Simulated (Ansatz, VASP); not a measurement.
**One calculation of SnSe, two programs**

```
Sn Se
1.0
     0.00000    2.91801    3.18891
     2.91801    0.00000    3.18891
     2.91801    2.91801    0.00000
Sn Se
1 1
Cartesian
  0.0000 0.0000 0.0000
  2.9180 2.9180 3.1889
```

Alike in both runs: task single point; functional PBE; k mesh 10 × 10 × 10; occupations gaussian, width 0.05 eV; no spin polarisation.

|  | VASP | Ansatz |
| --- | --- | --- |
| version | VASP 6.6.1 | Ansatz 0.2.0 |
| potentials or method | VASP PAW PBE potentials, release 64 (Sn_d, Se), cutoff 520 eV | scalar-relativistic, plane waves, PAW |
| valence electrons in the cell | 20 | 30 |

Ansatz gave:

| Item | Value |
| --- | --- |
| gap on the k mesh at the Fermi level (eV) | 0.18 |
| least direct gap on the mesh (eV) | 0.29 |
| pressure (GPa) | 2.3 |
| traceless stress, the component that is largest in VASP (GPa) | -6.26 |

Q: Which values does VASP return?

A: gap on the k mesh at the Fermi level (eV): 0.18; least direct gap on the mesh (eV): 0.29; pressure (GPa): 2.3; traceless stress, the component that is largest in VASP (GPa): -6.28.

The functional is the same, so the differences come from potentials, cutoffs and numerics. VASP's potentials hold 20 valence electrons a cell and Ansatz's 30, so a difference there can come from the potentials and not from the codes.
